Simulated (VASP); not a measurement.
Input of a VASP 6.6.1 run:

File INCAR:

```
  PREC = Accurate
  ENCUT = 600
  EDIFF = 1E-6
  ISMEAR = 0
  SIGMA = 0.1
  LREAL = False
  LASPH = True
  NELM = 80
  ALGO = Normal
  ISIF = 3
  LWAVE = False
  LCHARG = False
  GGA = PE
  IBRION = 2
  NSW = 100
  EDIFFG = -0.01
```

KPOINTS

```
regular mesh
0
Gamma
  12 12 12
```

POSCAR

```
Hg2Se
1.0
    0.0000000000      3.5126058861      4.0373126080
    3.0507443811      0.0000000000      4.0373126080
    3.0507443811      3.5126058861      0.0000000000
Hg Se
2 1
Direct
    0.8320549078      0.8320549078      0.1679450922
    0.1679450922      0.1679450922      0.8320549078
    0.5000000000      0.5000000000      0.5000000000
```

Potentials or basis: VASP PAW PBE potentials, release 64 (Hg, Se).

The run is started by

```console
$ cat potpaw_PBE.64/Hg/POTCAR potpaw_PBE.64/Se/POTCAR > POTCAR
$ mpirun -np 1 vasp_std > vasp.out
```

Question: What does it give for the relaxed volume?

Answer: 27.26 Å³/atom.

Question: What does it give for the band gap on the k mesh?

Answer: Zero (bands 15 and 16 overlap by 1.31 eV).

Final structure:
```
Hg Se
1.0
     0.00000    3.35544    4.16547
     2.92553    0.00000    4.16547
     2.92553    3.35544    0.00000
Hg Se
2 1
Direct
  0.83177 0.83177 0.16823
  0.16823 0.16823 0.83177
  0.50000 0.50000 0.50000
```

Caveat: spin-orbit coupling is left out, which moves the levels of the heavy elements.
